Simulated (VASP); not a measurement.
# WC (P3m1) in VASP: a series of runs

WC is run at these levels: r2SCAN; tasks: single point.

Program: VASP 6.6.1. These are calculated values, not measurements. Logs are shortened: lines on timing, memory, paths and dates and some standing lists are left out, and cuts for length are marked.

### Step 1. The cell of the first run

It takes space group P3m1 (No. 156, trigonal). The conventional cell has a = 2.901 Å, b = 2.901 Å, c = 2.829 Å, α = 90.00°, β = 90.00°, γ = 120.00°. W (site symmetry 3m) has 6 C at 2.03 to 2.37 Å within 2.7 Å. C (site symmetry 3m) has 6 W at 2.03 to 2.37 Å within 2.7 Å.

### Step 2. Single point, r2SCAN (all W atoms moved +0.263 Å, as atom 1 along Cartesian [0 0 1])

Input file POSCAR:

```
WC
1.0
    2.9005014360      0.0000000000      0.0000000000
   -1.4502507180      2.5119079273      0.0000000000
    0.0000000000      0.0000000000      2.8290000000
W C
1 1
Direct
    0.0000000000      0.0000000000      0.0927889714
    0.6666666667      0.3333333333      0.5000000000
```

Input file INCAR.step1:

```
SYSTEM = WC
PREC     = Accurate       ! precision mode
ENCUT    = 520            ! plane-wave cutoff, eV
ISMEAR   = 0              ! smearing method
SIGMA    = 0.15           ! smearing width, eV
LREAL    = .FALSE.        ! projectors in reciprocal space
LASPH    = .TRUE.         ! aspherical terms in the spheres
NELM     = 80             ! most SCF steps
NBANDS   = 16             ! bands
GGA      = PE             ! functional
ALGO     = Normal         ! electronic algorithm
EDIFF    = 1E-4           ! SCF threshold, eV
LWAVE    = .TRUE.         ! write WAVECAR
LCHARG   = .FALSE.        ! write CHGCAR
```

Input file INCAR.step2:

```
SYSTEM = WC
PREC     = Accurate       ! precision mode
ENCUT    = 520            ! plane-wave cutoff, eV
EDIFF    = 1E-6           ! SCF threshold, eV
ISMEAR   = 0              ! smearing method
SIGMA    = 0.15           ! smearing width, eV
LREAL    = .FALSE.        ! projectors in reciprocal space
LASPH    = .TRUE.         ! aspherical terms in the spheres
NELM     = 80             ! most SCF steps
ALGO     = Normal         ! electronic algorithm
ISIF     = 2              ! what is computed and relaxed
LWAVE    = .FALSE.        ! write WAVECAR
LCHARG   = .FALSE.        ! write CHGCAR
METAGGA  = R2SCAN         ! meta-GGA
LMIXTAU  = .TRUE.       
NBANDS   = 16             ! bands
ISTART   = 1
```

Input file KPOINTS:

```
regular mesh
0
G
  18 18 16
  0 0 0
```

Potentials or basis: VASP PAW PBE potentials, release 64 (W_sv, C).

On the command line:

```
cat potpaw_PBE.64/W_sv/POTCAR potpaw_PBE.64/C/POTCAR > POTCAR
cp INCAR.step1 INCAR
mpirun -np 1 vasp_std > vasp.out
cp INCAR.step2 INCAR
mpirun -np 1 vasp_std > vasp.out
```

OUTCAR:

```text
SYSTEM = WC
   PREC = Accurate
   ENCUT = 520
   EDIFF = 1E-6
   ISMEAR = 0
   LREAL = .FALSE.
   LASPH = .TRUE.
   NELM = 80
   ISIF = 2
   METAGGA = R2SCAN
   ISTART = 1

 ion  position               nearest neighbor table
   1  0.000  0.000  0.093-   2 2.03   2 2.03   2 2.03   2 2.37   2 2.37   2 2.37
   2  0.667  0.333  0.500-   1 2.03   1 2.03   1 2.03   1 2.37   1 2.37   1 2.37

  LATTYP: Found a hexagonal cell.
 ALAT       =     2.9005014360
 C/A-ratio  =     0.9753485949

  Lattice vectors:

 A1 = (   2.9005014360,   0.0000000000,   0.0000000000)
 A2 = (  -1.4502507180,   2.5119079273,   0.0000000000)
 A3 = (   0.0000000000,   0.0000000000,   2.8290000000)

Analysis of symmetry for initial positions (statically):
=====================================================================
 Subroutine PRICEL returns:
 Original cell was already a primitive cell.

 Routine SETGRP: Setting up the symmetry group for a
 hexagonal supercell.

 Subroutine GETGRP returns: Found  6 space group operations
 (whereof  6 operations were pure point group operations)
 out of a pool of 24 trial point group operations.

The static configuration has the point symmetry C_3v.

Analysis of symmetry for dynamics (positions and initial velocities):
=====================================================================
 Subroutine PRICEL returns:
 Original cell was already a primitive cell.

 Routine SETGRP: Setting up the symmetry group for a
 hexagonal supercell.

 Subroutine GETGRP returns: Found  6 space group operations
 (whereof  6 operations were pure point group operations)
 out of a pool of 24 trial point group operations.

The dynamic configuration has the point symmetry C_3v.

 Subroutine INISYM returns: Found  6 space group operations
 (whereof  6 operations are pure point group operations),
 and found     1 'primitive' translations

----------------------------------------------------------------------------------------

                                     Primitive cell

  volume of cell :      20.6115

  direct lattice vectors                    reciprocal lattice vectors
     2.900501436  0.000000000  0.000000000     0.344767973  0.199051882  0.000000000
    -1.450250718  2.511907927  0.000000000     0.000000000  0.398103764  0.000000000
     0.000000000  0.000000000  2.829000000     0.000000000  0.000000000  0.353481796

[... 75 lines left out ...]
   ISTART =      1    job   : 0-new  1-cont  2-samecut
   ICHARG =      0    charge: 1-file 2-atom 10-const
   ISPIN  =      1    spin polarized calculation?
   LNONCOLLINEAR =      F non collinear calculations
   LSORBIT =      F    spin-orbit coupling
   LASPH  =      T    aspherical Exc in radial PAW
   ENCUT  =  520.0 eV  38.22 Ry    6.18 a.u.   5.39  5.39  5.26*2*pi/ulx,y,z
   NELM   =     80;   NELMIN=  2; NELMDL=  0     # of ELM steps
   EDIFF  = 0.1E-05   stopping-criterion for ELM
   LREAL  =      F    real-space projection
   EDIFFG = 0.1E-04   stopping-criterion for IOM
   NSW    =      0    number of steps for IOM
   IBRION =     -1    ionic relax: 0-MD 1-quasi-New 2-CG
   NFREE  =      0    steps in history (QN), initial steepest desc. (CG)
   ISIF   =      2    stress and relaxation
   ISYM   =      2    0-nonsym 1-usesym 2-fastsym
   POTIM  = 0.5000    time-step for ionic-motion
   TEBEG  =    0.0;   TEEND  =   0.0 temperature during run
   PSTRESS=    0.0 pullay stress
   NELECT =      18.0000    total number of electrons
   NUPDOWN=      -1.0000    fix difference up-down
   EMIN   =  10.00;   EMAX   =-10.00  energy-range for DOS
   EFERMI =   0.00;   METHOD = LEGACY
   ISMEAR =     0;   SIGMA  =   0.15  broadening in eV -4-tet -1-fermi 0-gaus
   EFERMI_NEDOS =   21; number of points for ismear=-14 and -15
   IALGO  =     38    algorithm
   IMIX   =      4    mixing-type and parameters
     AMIX     =   0.40;   BMIX     =  1.00
     AMIX_MAG =   1.60;   BMIX_MAG =  1.00
  volume/ion in A,a.u.               =      10.31        69.55
  Fermi-wavevector in a.u.,A,eV,Ry     =   1.564813  2.957068 33.315762  2.448639
  Thomas-Fermi vector in A             =   2.667381
   LORBIT       =      0    0 simple, 1 ext, 2 COOP (PROOUT), +10 PAW based schemes
   METAGGA = R2SCAN    functional components
   LHFCALC =     F    Hartree Fock is set to
   AEXX    =    0.0000 exact exchange contribution
   IVDW    =     0    specifies the selected vdW correction
   LEPSILON=     F    determine dielectric tensor
   LRPA    =     F    only Hartree local field effects (RPA)
 non-spin polarized calculation
 Gauss-broadening in eV      SIGMA  =   0.15
  energy-cutoff  :      520.00
  volume of cell :       20.61
 maximum number of plane-waves:       580
 NGX is ok and might be reduce to    24
   NGX = 11   NGY = 11   NGZ = 11

 number of electron      17.9999998 magnetization

 Free energy of the ion-electron system (eV)
  ---------------------------------------------------
  ext. energy  EPLUGINS =         0.00000000
  ---------------------------------------------------
  free energy    TOTEN  =       -61.07854960 eV

  energy without entropy =      -61.07558744  energy(sigma->0) =      -61.07706852

 E-fermi :  11.2952     XC(G=0): -14.9555

 val. band max:       11.2928140925   @ k =   0.1111   0.0556   0.5000
 cond. band min:      11.3144772431   @ k =   0.0000   0.0556   0.3125
 fundamental gap:      0.0216631505
 Fermi energy:        11.2951834224

 k-point     1 :       0.0000    0.0000    0.0000
  band No.  band energies     occupation
      1     -64.7404      2.00000
      2     -28.0735      2.00000
      3     -27.9946      2.00000
      4     -27.9946      2.00000
      5      -4.2000      2.00000
      6       5.7893      2.00000
[... 433 lines left out ...]
      3     -28.2704      2.00000
      4     -27.9504      2.00000
      5      -0.8900      2.00000
      6       3.8839      2.00000
[... 8 lines left out ...]
     15      26.1866      0.00000
     16      28.6268      0.00000

 [... further k-points ...]
[... 5 lines left out ...]
  --------------------------------------------------------------------------------------
  -------------------------------------------------------------------------------------
  Total        2.7725265      2.7725265      3.1238675      0.0000000      0.0000000      0.0000000
  in kB      215.5145224    215.5145224    242.8250252      0.0000000      0.0000000      0.0000000
  external PRESSURE =     224.6180234 kB  Pullay stress =       0.0000000 kB

 VOLUME and BASIS-vectors are now :
 -----------------------------------------------------------------------------
  energy-cutoff  :      520.00
  volume of cell :       20.61
      direct lattice vectors                 reciprocal lattice vectors
     2.900501436  0.000000000  0.000000000     0.344767973  0.199051882  0.000000000
    -1.450250718  2.511907927  0.000000000     0.000000000  0.398103764  0.000000000
     0.000000000  0.000000000  2.829000000     0.000000000  0.000000000  0.353481796

 POSITION                                       TOTAL-FORCE (eV/Angst)
 -----------------------------------------------------------------------------------
      0.00000      0.00000      0.26250         0.000000      0.000000     -4.303609
      1.45025      0.83730      1.41450         0.000000      0.000000      4.303609
 -----------------------------------------------------------------------------------
    total drift:                               -0.000000     -0.000000     -0.000739

  FREE ENERGIE OF THE ION-ELECTRON SYSTEM (eV)
  ---------------------------------------------------
  free  energy   TOTEN  =       -61.0785495970 eV

  energy  without entropy=      -61.0755874377  energy(sigma->0) =      -61.07706852
```

OUTCAR.step1:

```text
SYSTEM = WC
   PREC = Accurate
   ENCUT = 520
   ISMEAR = 0
   LREAL = .FALSE.
   LASPH = .TRUE.
[... 679 lines left out ...]
      0.00000      0.00000      0.26250         0.000000      0.000000     -4.348852
      1.45025      0.83730      1.41450        -0.000000      0.000000      4.348852
 -----------------------------------------------------------------------------------
    total drift:                               -0.000000     -0.000000     -0.001986

  FREE ENERGIE OF THE ION-ELECTRON SYSTEM (eV)
  ---------------------------------------------------
  free  energy   TOTEN  =       -21.8945621860 eV

  energy  without entropy=      -21.8909518920  energy(sigma->0) =      -21.89275704
```

OSZICAR.step1:

```text
N       E                     dE             d eps       ncg     rms          rms(c)
DAV:   1     0.113505052553E+03    0.11351E+03   -0.95253E+03 16712   0.124E+03
DAV:   2    -0.217077493316E+02   -0.13521E+03   -0.13050E+03 19656   0.346E+02
DAV:   3    -0.249770482832E+02   -0.32693E+01   -0.32585E+01 18648   0.515E+01
DAV:   4    -0.249943170385E+02   -0.17269E-01   -0.17268E-01 21336   0.419E+00
DAV:   5    -0.249944554086E+02   -0.13837E-03   -0.13837E-03 18656   0.347E-01    0.351E+01
DAV:   6    -0.219790685127E+02    0.30154E+01   -0.56920E+00 19608   0.262E+01    0.982E+00
DAV:   7    -0.219215736611E+02    0.57495E-01   -0.42765E-01 16864   0.529E+00    0.684E+00
DAV:   8    -0.218958672234E+02    0.25706E-01   -0.54103E-02 18720   0.202E+00    0.778E-01
DAV:   9    -0.218946085873E+02    0.12586E-02   -0.33607E-03 18480   0.435E-01    0.130E-01
DAV:  10    -0.218945621860E+02    0.46401E-04   -0.35438E-04 19352   0.204E-01
   1 F= -.21894562E+02 E0= -.21892757E+02  d E =-.361029E-02
```

Wall time 4.8 min (1 thread of Intel Xeon 6975P-C (Granite Rapids), shared host); peak memory 0.28 GiB.

What came out:

* Free energy: -61.0785 eV
* Pressure: 22.5 GPa
* Largest force: 4.304 eV/Å
* Band gap on the k mesh: zero (band 9 reaches 12.42 eV, above the bottom of band 10 at 10.88 eV)

Forces in eV/Å, atoms in the order of the input:
```
W    0.000  0.000 -4.304
C    0.000  0.000  4.304
```

Stress tensor (GPa, compression positive):
```
21.55  0.00  0.00
 0.00 21.55  0.00
 0.00  0.00 24.28
```

Levels at points of the mesh, in eV from the Fermi level:
```csv
k point,band 6,band 7,band 8,band 9,band 10,band 11,band 12,band 13
"(0.00, 0.00, 0.00)",-5.51,-4.22,-4.22,1.13,2.92,2.92,6.57,6.71
"(0.50, 0.00, 0.00)",-7.54,-4.44,-3.03,-1.54,3.10,4.64,4.65,5.40
"(0.00, 0.00, 0.50)",-8.99,-3.23,-3.23,-0.41,-0.41,4.20,5.22,5.22
"(0.50, 0.00, 0.50)",-7.35,-4.86,-4.32,0.11,4.30,5.35,6.57,9.32
```

Caveat: the cell differs from its parent crystal (all W atoms moved +0.263 Å, as atom 1 along Cartesian [0 0 1]); the PAW data sets were made with another functional, which shifts forces and pressure a little; spin-orbit coupling is left out, which moves the levels of the heavy elements.

### Step 3. Single point, r2SCAN (all W atoms moved +0.188 Å, as atom 1 along Cartesian [0 0 1])

POSCAR: that of step 2 with these lines changed.

```diff
@@ -8,3 +8,3 @@
 Direct
-    0.0000000000      0.0000000000      0.0927889714
+    0.0000000000      0.0000000000      0.0662778367
     0.6666666667      0.3333333333      0.5000000000
```

Input file INCAR.step1:

```
ALGO = Normal
EDIFF = 1E-4
ENCUT = 520
GGA = PE
ISMEAR = 0
LASPH = T
LCHARG = F
LREAL = F
LWAVE = T
NBANDS = 16
NELM = 80
PREC = Accurate
SIGMA = 0.15
```

Input file INCAR.step2:

```
ALGO = Normal
EDIFF = 1E-6
ENCUT = 520
ISIF = 2
ISMEAR = 0
ISTART = 1
LASPH = T
LCHARG = T
LELF = T
LMIXTAU = T
LREAL = F
LVHAR = T
LWAVE = F
METAGGA = R2SCAN
NBANDS = 16
NELM = 80
PREC = Accurate
SIGMA = 0.15
```

Input file KPOINTS:

```
k-points
0
Gamma
  18 18 16
```

Potentials or basis: VASP PAW PBE potentials, release 64 (W_sv, C).

On the command line:

```
cat potpaw_PBE.64/W_sv/POTCAR potpaw_PBE.64/C/POTCAR > POTCAR
cp INCAR.step1 INCAR
mpirun -np 1 vasp_std > vasp.out
cp INCAR.step2 INCAR
mpirun -np 1 vasp_std > vasp.out
```

Run time: 4.9 min. Hardware: 1 thread of Intel Xeon 6975P-C (Granite Rapids), shared host; peak memory 0.29 GiB.

It converged, with:

| Item | Value |
| --- | --- |
| Free energy | -61.3482 eV |
| Pressure | 14.7 GPa |
| Largest force | 2.900 eV/Å |
| Band gap on the k mesh | zero (band 9 reaches 11.97 eV, above the bottom of band 10 at 10.74 eV) |

Forces on the atoms (eV/Å):
```
W    0.000  0.000 -2.900
C    0.000  0.000  2.900
```

Stress tensor (GPa, compression positive):
```
13.63  0.00  0.00
 0.00 13.63  0.00
 0.00  0.00 16.70
```

Levels at points of the mesh, in eV from the Fermi level:
| k point | band 6 | band 7 | band 8 | band 9 | band 10 | band 11 | band 12 | band 13 |
| --- | --- | --- | --- | --- | --- | --- | --- | --- |
| (0.00, 0.00, 0.00) | -5.06 | -3.87 | -3.87 | 0.68 | 3.16 | 3.16 | 6.41 | 6.41 |
| (0.50, 0.00, 0.00) | -7.45 | -4.22 | -3.24 | -1.08 | 2.90 | 4.72 | 4.91 | 6.18 |
| (0.00, 0.00, 0.50) | -9.01 | -2.73 | -2.73 | -0.43 | -0.43 | 4.05 | 5.06 | 5.06 |
| (0.50, 0.00, 0.50) | -7.06 | -4.69 | -4.33 | 0.19 | 4.49 | 5.46 | 6.80 | 9.54 |

Caveat: the cell differs from its parent crystal (all W atoms moved +0.188 Å, as atom 1 along Cartesian [0 0 1]); the PAW data sets were made with another functional, which shifts forces and pressure a little; spin-orbit coupling is left out, which moves the levels of the heavy elements.
